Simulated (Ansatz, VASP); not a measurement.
**Two plane-wave programs on Hf3ZrS8**

File INCAR:

```
PREC = Accurate
ENCUT = 520
EDIFF = 1E-6
ISMEAR = 0
SIGMA = 0.1
LREAL = False
LASPH = True
NELM = 100
ALGO = Normal
ISIF = 2
LWAVE = False
LCHARG = False
GGA = PE
NBANDS = 57
```

KPOINTS

```
Automatic mesh
0
Gamma
  6 6 1
```

POSCAR

```
Hf3ZrS8
1.0
    3.6009047100      0.0000000000      0.0000000000
   -1.8004523600      3.1184749600      0.0000000000
    0.0000000000      0.0000000000     23.5720277300
Zr Hf S
1 3 8
Direct
    0.0000000000      0.0000000000      0.0000000000
    0.0000000000      0.0000000000      0.2500000000
    0.0000000000      0.0000000000      0.5000000000
    0.0000000000      0.0000000000      0.7500000000
    0.6666666700      0.3333333300      0.1905225100
    0.6666666700      0.3333333300      0.4405225100
    0.6666666700      0.3333333300      0.6905225100
    0.6666666700      0.3333333300      0.9405225100
    0.3333333300      0.6666666700      0.0594774900
    0.3333333300      0.6666666700      0.3094774900
    0.3333333300      0.6666666700      0.5594774900
    0.3333333300      0.6666666700      0.8094774900
```

Input for Ansatz:

```yaml
crystal:
  lattice:
    - [3.60090471, 0.0, 0.0]
    - [-1.80045236, 3.11847496, 0.0]
    - [0.0, 0.0, 23.57202773]
  atoms:
    - { symbol: Zr, position: [0.0, 0.0, 0.0] }
    - { symbol: Hf, position: [0.0, 0.0, 0.25] }
    - { symbol: Hf, position: [0.0, 0.0, 0.5] }
    - { symbol: Hf, position: [0.0, 0.0, 0.75] }
    - { symbol: S, position: [0.66666667, 0.33333333, 0.19052251] }
    - { symbol: S, position: [0.66666667, 0.33333333, 0.44052251] }
    - { symbol: S, position: [0.66666667, 0.33333333, 0.69052251] }
    - { symbol: S, position: [0.66666667, 0.33333333, 0.94052251] }
    - { symbol: S, position: [0.33333333, 0.66666667, 0.05947749] }
    - { symbol: S, position: [0.33333333, 0.66666667, 0.30947749] }
    - { symbol: S, position: [0.33333333, 0.66666667, 0.55947749] }
    - { symbol: S, position: [0.33333333, 0.66666667, 0.80947749] }
basis:
  ecutwfc: 420
kpoints:
  mp_grid: { grid: [6, 6, 1] }
hamiltonian:
  xc: pbe
scf:
  occupations: { method: gaussian, width: 0.1 }
  lower_state_search: "off"
output:
  forces: true
  stress: true
  eigenvalues: true
```

Alike in both runs: task single point; functional PBE; k mesh 6 × 6 × 1; occupations gaussian, width 0.1 eV; no spin polarisation.

|  | VASP | Ansatz |
| --- | --- | --- |
| version | VASP 6.6.1 | Ansatz 0.2.0 |
| potentials or method | VASP PAW PBE potentials, release 64 (Zr_sv, Hf_pv, S), cutoff 520 eV | scalar-relativistic, plane waves, PAW |
| valence electrons in the cell | 90 | 138 |

```csv
,VASP,Ansatz,Ansatz less VASP
gap on the k mesh at the Fermi level (eV),1.10,1.09,-0.017
least direct gap on the mesh (eV),1.65,1.62,-0.026
pressure (GPa),6.3,6.7,+0.44
"traceless stress, the component that is largest in VASP (GPa)",0.32,0.25,-0.074
rms of the force components (eV/Å),0.365,0.386,+0.0205
```

Atom by atom the forces differ by 0.027 eV/Å (rms over components). The functional is the same, so the differences come from potentials, cutoffs and numerics. VASP's potentials hold 90 valence electrons a cell and Ansatz's 138, so a difference there can come from the potentials and not from the codes.

Spin-orbit coupling is off throughout.
